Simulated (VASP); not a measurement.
# SiRu4 in VASP: notebook

Runs on SiRu4. Level: PBE. Tasks: single point.

Program: VASP 6.6.1. These are calculated values, not measurements. Logs are shortened: lines on timing, memory, paths and dates and some standing lists are left out, and cuts for length are marked.

## 1. The cell of the first run

The cell holds a slab with vacuum, 5 atoms: a = 2.720 Å, b = 2.720 Å, c = 21.866 Å, α = 90.00°, β = 90.00°, γ = 120.00°.

## 2. Single point, PBE

File INCAR:

```
SYSTEM = SiRu4
PREC = Accurate
ENCUT = 520
EDIFF = 1E-6
ISMEAR = 0
SIGMA = 0.1
LREAL = .FALSE.
LASPH = .TRUE.
NELM = 100
ALGO = Normal
ISIF = 2
LWAVE = .FALSE.
LCHARG = .TRUE.
LDIPOL = .TRUE.
IDIPOL = 3
DIPOL = 0.5 0.5 0.377
GGA = PE
LELF = .TRUE.
LVHAR = .TRUE.
LVACPOTAV = .TRUE.
NBANDS = 38
```

File KPOINTS:

```
regular mesh
0
G
  12 12 1
  0 0 0
```

File POSCAR:

```
SiRu4
1.0
    2.7197977464      0.0000000000      0.0000000000
   -1.3598988732      2.3554139415      0.0000000000
    0.0000000000      0.0000000000     21.8663388848
Ru Si
4 1
Direct
    0.6666666667      0.3333333333      0.1829295714
    0.3333333333      0.6666666666      0.2811778375
    0.6666666667      0.3333333333      0.3790816284
    0.3333333333      0.6666666666      0.4740774823
    0.3333333333      1.1666666666      0.5701476173
```

Potentials or basis: VASP PAW PBE potentials, release 64 (Ru_pv, Si).

Command:

```console
$ cat potpaw_PBE.64/Ru_pv/POTCAR potpaw_PBE.64/Si/POTCAR > POTCAR
$ mpirun -np 1 vasp_std > vasp.out
```

OUTCAR:

```text
SYSTEM = SiRu4
   PREC = Accurate
   ENCUT = 520
   EDIFF = 1E-6
   ISMEAR = 0
   LREAL = .FALSE.
   LASPH = .TRUE.
   NELM = 100
   ISIF = 2
   GGA = PE

 ion  position               nearest neighbor table
   1  0.667  0.333  0.183-   2 2.66   2 2.66   2 2.66
   2  0.333  0.667  0.281-   3 2.65   3 2.65   3 2.65   1 2.66   1 2.66   1 2.66
   3  0.667  0.333  0.379-   4 2.60   4 2.60   4 2.60   2 2.65   2 2.65   2 2.65
   4  0.333  0.667  0.474-   5 2.50   5 2.50   3 2.60   3 2.60   3 2.60   5 3.16   5 3.16
   5  0.333  0.167  0.570-   4 2.50   4 2.50   4 3.16   4 3.16

  LATTYP: Found a hexagonal cell.
 ALAT       =     2.7197977464
 C/A-ratio  =     8.0396929933

  Lattice vectors:

 A1 = (   2.7197977464,   0.0000000000,   0.0000000000)
 A2 = (  -1.3598988732,   2.3554139415,   0.0000000000)
 A3 = (   0.0000000000,   0.0000000000,  21.8663388848)

Analysis of symmetry for initial positions (statically):
=====================================================================
 Subroutine PRICEL returns:
 Original cell was already a primitive cell.

 Routine SETGRP: Setting up the symmetry group for a
 hexagonal supercell.

 Subroutine GETGRP returns: Found  2 space group operations
 (whereof  2 operations were pure point group operations)
 out of a pool of 24 trial point group operations.

The static configuration has the point symmetry C_1h.

Analysis of symmetry for dynamics (positions and initial velocities):
=====================================================================
 Subroutine PRICEL returns:
 Original cell was already a primitive cell.

 Routine SETGRP: Setting up the symmetry group for a
 hexagonal supercell.

 Subroutine GETGRP returns: Found  2 space group operations
 (whereof  2 operations were pure point group operations)
 out of a pool of 24 trial point group operations.

The dynamic configuration has the point symmetry C_1h.

 Subroutine INISYM returns: Found  2 space group operations
 (whereof  2 operations are pure point group operations),
 and found     1 'primitive' translations

----------------------------------------------------------------------------------------

                                     Primitive cell

  volume of cell :     140.0812

  direct lattice vectors                    reciprocal lattice vectors
     2.719797746  0.000000000  0.000000000     0.367674398  0.212276913  0.000000000
    -1.359898873  2.355413942  0.000000000     0.000000000  0.424553826  0.000000000
     0.000000000  0.000000000 21.866338885     0.000000000  0.000000000  0.045732393

  length of vectors
     2.719797746  2.719797746 21.866338885     0.424553826  0.424553826  0.045732393

  position of ions in fractional coordinates (direct lattice)
     0.666666667  0.333333333  0.182929571
     0.333333333  0.666666667  0.281177838
     0.666666667  0.333333333  0.379081628
     0.333333333  0.666666667  0.474077482
     0.333333333  0.166666667  0.570147617

  ion indices of the primitive-cell ions
   primitive index   ion index
                 1           1
                 2           2
                 3           3
                 4           4
                 5           5

----------------------------------------------------------------------------------------

 KPOINTS: regular mesh

Automatic generation of k-mesh.
 Grid dimensions read from file:
 generate k-points for:   12   12    1

 Generating k-lattice:

  Cartesian coordinates                     Fractional coordinates (reciprocal lattice)
     0.030639533  0.017689743  0.000000000     0.083333333  0.000000000  0.000000000
     0.000000000  0.035379485  0.000000000     0.000000000  0.083333333  0.000000000
     0.000000000  0.000000000  0.045732393     0.000000000  0.000000000  1.000000000

  Length of vectors
     0.035379485  0.035379485  0.045732393

  Shift w.r.t. Gamma in fractional coordinates (k-lattice)
     0.000000000  0.000000000  0.000000000

 Subroutine IBZKPT returns following result:
 ===========================================

 Found     43 irreducible k-points:

 Following reciprocal coordinates:
            Coordinates               Weight
  0.000000  0.000000  0.000000      1.000000
  0.083333  0.000000  0.000000      2.000000
  0.000000  0.083333  0.000000      4.000000
  0.166667  0.000000  0.000000      2.000000
  0.000000  0.166667  0.000000      4.000000
  0.250000  0.000000  0.000000      2.000000
[... 16 lines left out ...]
 -0.083333  0.416667  0.000000      4.000000
 -0.416667  0.333333  0.000000      4.000000
 [... further k-points ...]
   k-points           NKPTS =     43   k-points in BZ     NKDIM =     43   number of bands    NBANDS=     38
   number of dos      NEDOS =    301   number of ions     NIONS =      5
   total plane-waves  NPLWV =  67200
   dimension x,y,z NGX =    20 NGY =   20 NGZ =  168
   dimension x,y,z NGXF=    40 NGYF=   40 NGZF=  336
   ions per type =               4   1
   NGX,Y,Z   is equivalent  to a cutoff of  12.22, 12.22, 12.77 a.u.
   NGXF,Y,Z  is equivalent  to a cutoff of  24.45, 24.45, 25.55 a.u.
 SYSTEM =  SiRu4
   PREC   = accura    normal or accurate (medium, high low for compatibility)
   ISTART =      0    job   : 0-new  1-cont  2-samecut
   ICHARG =      2    charge: 1-file 2-atom 10-const
   ISPIN  =      1    spin polarized calculation?
   LNONCOLLINEAR =      F non collinear calculations
   LSORBIT =      F    spin-orbit coupling
   LASPH  =      T    aspherical Exc in radial PAW
   ENCUT  =  520.0 eV  38.22 Ry    6.18 a.u.   5.06  5.06 40.66*2*pi/ulx,y,z
   NELM   =    100;   NELMIN=  2; NELMDL= -5     # of ELM steps
   EDIFF  = 0.1E-05   stopping-criterion for ELM
   LREAL  =      F    real-space projection
   EDIFFG = 0.1E-04   stopping-criterion for IOM
   NSW    =      0    number of steps for IOM
   IBRION =     -1    ionic relax: 0-MD 1-quasi-New 2-CG
   NFREE  =      0    steps in history (QN), initial steepest desc. (CG)
   ISIF   =      2    stress and relaxation
   ISYM   =      2    0-nonsym 1-usesym 2-fastsym
   POTIM  = 0.5000    time-step for ionic-motion
   TEBEG  =    0.0;   TEEND  =   0.0 temperature during run
   PSTRESS=    0.0 pullay stress
   NELECT =      60.0000    total number of electrons
   NUPDOWN=      -1.0000    fix difference up-down
   EMIN   =  10.00;   EMAX   =-10.00  energy-range for DOS
   EFERMI =   0.00;   METHOD = LEGACY
   ISMEAR =     0;   SIGMA  =   0.10  broadening in eV -4-tet -1-fermi 0-gaus
   EFERMI_NEDOS =   21; number of points for ismear=-14 and -15
   IALGO  =     38    algorithm
   IMIX   =      4    mixing-type and parameters
     AMIX     =   0.40;   BMIX     =  1.00
     AMIX_MAG =   1.60;   BMIX_MAG =  1.00
  volume/ion in A,a.u.               =      28.02       189.06
  Fermi-wavevector in a.u.,A,eV,Ry     =   1.234048  2.332012 20.719954  1.522874
  Thomas-Fermi vector in A             =   2.368753
   LORBIT       =      0    0 simple, 1 ext, 2 COOP (PROOUT), +10 PAW based schemes
   GGA     = PE    functional components
   LHFCALC =     F    Hartree Fock is set to
   AEXX    =    0.0000 exact exchange contribution
   IVDW    =     0    specifies the selected vdW correction
   LEPSILON=     F    determine dielectric tensor
   LRPA    =     F    only Hartree local field effects (RPA)
 non-spin polarized calculation
 Gauss-broadening in eV      SIGMA  =   0.10
  energy-cutoff  :      520.00
  volume of cell :      140.08
 maximum number of plane-waves:      3813
   NGX = 11   NGY = 11   NGZ = 81

 dipolmoment           0.000000      0.000000      0.009959 electrons x Angstroem

 number of electron      60.0000020 magnetization

 dipolmoment           0.000000      0.000000     -0.004143 electrons x Angstroem

 Free energy of the ion-electron system (eV)
  ---------------------------------------------------
  ext. energy  EPLUGINS =         0.00000000
  ---------------------------------------------------
  free energy    TOTEN  =       -40.78764439 eV

  energy without entropy =      -40.76310983  energy(sigma->0) =      -40.77537711

 E-fermi :   3.4888     XC(G=0):  -7.4802

 val. band max:        3.4771532545   @ k =  -0.0833   0.1667   0.0000
 cond. band min:       3.4941451055   @ k =  -0.0833   0.3333   0.0000
 fundamental gap:      0.0169918510
 Fermi energy:         3.4887571509

 k-point     1 :       0.0000    0.0000    0.0000
  band No.  band energies     occupation
      1     -40.0884      2.00000
      2     -39.6939      2.00000
      3     -39.3053      2.00000
      4     -39.2997      2.00000
      5     -39.2112      2.00000
      6     -39.2083      2.00000
[... 30 lines left out ...]
     37       4.6016      0.00000
     38       4.6126      0.00000

 k-point     2 :       0.0833    0.0000    0.0000
  band No.  band energies     occupation
      1     -40.0709      2.00000
      2     -39.6955      2.00000
      3     -39.3502      2.00000
      4     -39.3138      2.00000
      5     -39.2912      2.00000
      6     -39.2190      2.00000
[... 30 lines left out ...]
     37       4.8050      0.00000
     38       5.9045      0.00000

 k-point     3 :       0.0000    0.0833    0.0000
  band No.  band energies     occupation
      1     -40.0709      2.00000
      2     -39.6953      2.00000
      3     -39.3461      2.00000
      4     -39.3177      2.00000
      5     -39.2907      2.00000
      6     -39.2211      2.00000
[... 30 lines left out ...]
     37       4.7644      0.00000
     38       5.8997      0.00000

 k-point     4 :       0.1667    0.0000    0.0000
  band No.  band energies     occupation
      1     -40.0234      2.00000
      2     -39.7157      2.00000
      3     -39.4730      2.00000
      4     -39.4061      2.00000
      5     -39.3516      2.00000
      6     -39.2484      2.00000
[... 30 lines left out ...]
     37       5.6261      0.00000
     38       7.2419      0.00000
[... 703 lines left out ...]
      4     -39.6577      2.00000
      5     -39.5046      2.00000
      6     -39.4254      2.00000
[... 30 lines left out ...]
     37       6.0793      0.00000
     38       7.9377      0.00000

 k-point    23 :      -0.0833    0.4167    0.0000
  band No.  band energies     occupation
      1     -39.9834      2.00000
      2     -39.9608      2.00000
      3     -39.7712      2.00000
      4     -39.6614      2.00000
      5     -39.5087      2.00000
      6     -39.4274      2.00000
[... 30 lines left out ...]
     37       6.3198      0.00000
     38       8.1581      0.00000

 k-point    24 :      -0.4167    0.3333    0.0000
  band No.  band energies     occupation
      1     -39.9839      2.00000
      2     -39.9611      2.00000
      3     -39.7707      2.00000
      4     -39.6606      2.00000
      5     -39.5074      2.00000
      6     -39.4285      2.00000
[... 30 lines left out ...]
     37       6.3066      0.00000
     38       8.1256      0.00000

 [... further k-points ...]

------------------------ aborting loop because EDIFF is reached ----------------------------------------

  FORCE on cell =-STRESS in cart. coord.  units (eV):
  Direction    XX          YY          ZZ          XY          YZ          ZX
  --------------------------------------------------------------------------------------
  -------------------------------------------------------------------------------------
  Total       -1.7159975     -0.8805498     -0.1869517     -0.7235190     -0.0148071     -0.0256466
  in kB      -19.6267013    -10.0712774     -2.1382581     -8.2752398     -0.1693555     -0.2933323
  external PRESSURE =     -10.6120789 kB  Pullay stress =       0.0000000 kB

 VOLUME and BASIS-vectors are now :
 -----------------------------------------------------------------------------
  energy-cutoff  :      520.00
  volume of cell :      140.08
      direct lattice vectors                 reciprocal lattice vectors
     2.719797746  0.000000000  0.000000000     0.367674398  0.212276913  0.000000000
    -1.359898873  2.355413942  0.000000000     0.000000000  0.424553826  0.000000000
     0.000000000  0.000000000 21.866338885     0.000000000  0.000000000  0.045732393

 POSITION                                       TOTAL-FORCE (eV/Angst)
 -----------------------------------------------------------------------------------
      1.35990      0.78514      4.00000        -0.028257     -0.016314      0.712999
     -0.00000      1.57028      6.14833         0.038142      0.022021     -0.596175
      1.35990      0.78514      8.28913         0.050468      0.029138     -0.881580
     -0.00000      1.57028     10.36634        -0.089000     -0.051384      0.736955
      0.67995      0.39257     12.46704         0.028647      0.016540      0.027801
 -----------------------------------------------------------------------------------
    total drift:                               -0.000000      0.000000      0.000951

  FREE ENERGIE OF THE ION-ELECTRON SYSTEM (eV)
  ---------------------------------------------------
  free  energy   TOTEN  =       -40.7876443863 eV

  energy  without entropy=      -40.7631098328  energy(sigma->0) =      -40.77537711

 vacuum level on the upper side and lower side of the slab         8.425         8.542
```

It took 10 min on 1 thread of Intel Xeon 8259CL, shared host; peak memory 0.36 GiB.

Results:

| Quantity | Value |
| --- | --- |
| Free energy | -40.7876 eV |
| Largest force | 0.884 eV/Å |
| Band gap on the k mesh | zero (bands 30 and 31 overlap by 2.22 eV) |

Forces on the atoms (eV/Å):
```
Ru  -0.028 -0.016  0.713
Ru   0.038  0.022 -0.596
Ru   0.050  0.029 -0.882
Ru  -0.089 -0.051  0.737
Si   0.029  0.017  0.028
```

(Continued in part 2 of 2.)
